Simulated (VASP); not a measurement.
A run of VASP 6.6.1 is set up as follows.

The input INCAR:

```
PREC     = Accurate       # precision mode
ENCUT    = 520            # plane-wave cutoff, eV
EDIFF    = 1E-6           # SCF threshold, eV
ISMEAR   = 0              # smearing method
SIGMA    = 0.1            # smearing width, eV
LREAL    = False          # projectors in reciprocal space
LASPH    = True           # aspherical terms in the spheres
NELM     = 100            # most SCF steps
ALGO     = Normal         # electronic algorithm
ISIF     = 2              # what is computed and relaxed
LWAVE    = False          # write WAVECAR
LCHARG   = True           # write CHGCAR
GGA      = PE             # functional
LELF     = True           # ELF
LVHAR    = True         
NBANDS   = 16             # bands
```

KPOINTS

```
Automatic mesh
0
Gamma
  4 4 4
```

Contents of POSCAR:

```
Be3Sb2
1.0
    4.0159845952      0.0000000000      0.0000000000
    0.0000000000      4.0159845952      0.0000000000
    0.0000000000      0.0000000000      5.8834553350
Be Sb
3 2
Direct
    0.0000000000      0.0000000000      0.0000000000
    0.5000000000      0.5000000000      0.5000000000
    0.0000000000      0.0000000000      0.5000000000
    0.5000000000      0.0000000000      0.7565739263
    0.0000000000      0.5000000000      0.2434260737
```

Potentials or basis: VASP PAW PBE potentials, release 64 (Be, Sb).

Launch:

```bash
$ cat potpaw_PBE.64/Be/POTCAR potpaw_PBE.64/Sb/POTCAR > POTCAR
$ mpirun -np 1 vasp_std > vasp.out
```

(1) What does it give for the largest force?

(2) What does it give for the band gap on the k mesh?

## Answers

(1) 0.033 eV/Å.

(2) zero (band 8 reaches 6.43 eV, above the bottom of band 9 at 5.45 eV).

Caveat: the k points lie up to 0.39 Å⁻¹ apart; spin-orbit coupling is left out, which moves the levels of the heavy elements.
